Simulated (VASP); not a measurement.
ZnS, 2 atoms in the cell. It takes space group F-43m (No. 216, cubic). Conventional cell: a = 5.387 Å, b = 5.387 Å, c = 5.387 Å, α = 90.00°, β = 90.00°, γ = 90.00°. Zn (site symmetry -43m) has 4 S at 2.33 Å within 3.1 Å. S (site symmetry -43m) has 4 Zn at 2.33 Å within 3.1 Å. 

```yaml
Program: VASP 6.6.1
Task: single point
Functional: r2SCAN
Potentials_or_basis: VASP PAW PBE potentials, release 64 (Zn, S)
Cutoff: 550 eV
k_mesh: 6 × 6 × 6
Occupations: tetrahedron
Spin: no spin polarisation
Dipole_correction: no
Further_INCAR_settings: ALGO = Normal; EDIFF = 1e-06; NBANDS = 16
```

Potentials or basis: VASP PAW PBE potentials, release 64 (Zn, S).

Launch:

```bash
$ cat potpaw_PBE.64/Zn/POTCAR potpaw_PBE.64/S/POTCAR > POTCAR
$ cp INCAR.step1 INCAR
$ mpirun -np 1 vasp_std > vasp.out
$ cp INCAR.step2 INCAR
$ mpirun -np 1 vasp_std > vasp.out
```

Hardware: 1 thread of Intel(R) Xeon(R) 6975P-C (Granite Rapids) (shared host).

Problem. How long does it take, and how much memory?

Solution. Wall time 32 s on 1 thread of Intel(R) Xeon(R) 6975P-C (Granite Rapids) (shared host), peak memory 0.16 GiB. Counts: k points 16.
